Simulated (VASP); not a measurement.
ZnS: single point with revPBE

**What was measured.**

“Electronic, vibrational, and thermodynamic properties of ZnS (zincblende and rocksalt structure)”, 2009, arxiv:0911.5022 quotes, for a bulk crystal of ZnS at 19 K: band gap 3.85 eV (direct).

ZnS:

```xyz
2
Lattice="0.0000 2.7376 2.7376 2.7376 0.0000 2.7376 2.7376 2.7376 0.0000" Properties=species:S:1:pos:R:3 pbc="T T T"
Zn    4.1063    4.1063    4.1063
S     0.0000    0.0000    0.0000
```

```
Program             : VASP 6.6.1
Task                : single point
Functional          : revPBE
Potentials or basis : VASP PAW PBE potentials, release 64 (Zn, S)
Cutoff              : 520 eV
k mesh              : 9 × 9 × 9
Occupations         : fermi-dirac, width 0.05 eV
Spin                : no spin polarisation
```

```yaml
Pressure: 0.7 GPa
Band_gap_on_the_k_mesh: 2.07 eV, direct
```

Levels at points of the mesh, in eV from the valence-band top:
```
           k point  band 5  band 6  band 7  band 8  band 9  band 10  band 11  band 12  band 13  band 14
(0.00, 0.00, 0.00)   -5.70   -5.70    0.00    0.00    0.00     2.07     6.46     6.46     6.46    11.70
```

Wall time 13 s on 1 thread of AMD EPYC 9R45 96-Core Processor (Zen 5), with other jobs on the host, peak memory 0.14 GiB.

Measured gap of ZnS: 3.85 eV (direct; 19 K; quoted in “Electronic, vibrational, and thermodynamic properties of ZnS (zincblende and rocksalt structure)”, 2009, arxiv:0911.5022). This calculation gives 2.07 eV (-1.78 eV). The value is that of revPBE, without temperature or zero-point motion. Semilocal functionals fall short of measured gaps as a rule.

Caveat: the PAW data sets were made with another functional, which shifts forces and pressure a little.
